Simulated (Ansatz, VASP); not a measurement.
**AlN: VASP beside Ansatz**

```
Al N
1.0
     0.00000    2.21699    2.18488
     2.21699    0.00000    2.18488
     2.21699    2.21699    0.00000
Al N
1 1
Direct
  0.00000 0.00000 0.00000
  0.75000 0.75000 0.75000
```

Change from the starting cell: biaxial_xy strain +1.5%.

Alike in both runs: task single point; functional r2SCAN; k mesh 10 × 10 × 10; no spin polarisation.

|  | VASP | Ansatz |
| --- | --- | --- |
| version | VASP 6.6.1 | Ansatz 0.2.0 |
| potentials or method | VASP PAW PBE potentials, release 64 (Al, N) | plane waves, PAW |
| plane-wave cutoff (eV) | 520 | 500 |
| occupations | gaussian, width 0.01 eV | fixed |
| valence electrons in the cell | 8 | 8 |

VASP gave:

```
gap on the k mesh at the Fermi level (eV)                     : 3.83
pressure (GPa)                                                : -6.2
traceless stress, the component that is largest in VASP (GPa) : 1.39
```

Estimate Ansatz's values.

gap on the k mesh at the Fermi level (eV): 3.83; pressure (GPa): -5.8; traceless stress, the component that is largest in VASP (GPa): 1.39.

VASP's potentials were made for PBE, not for r2SCAN.
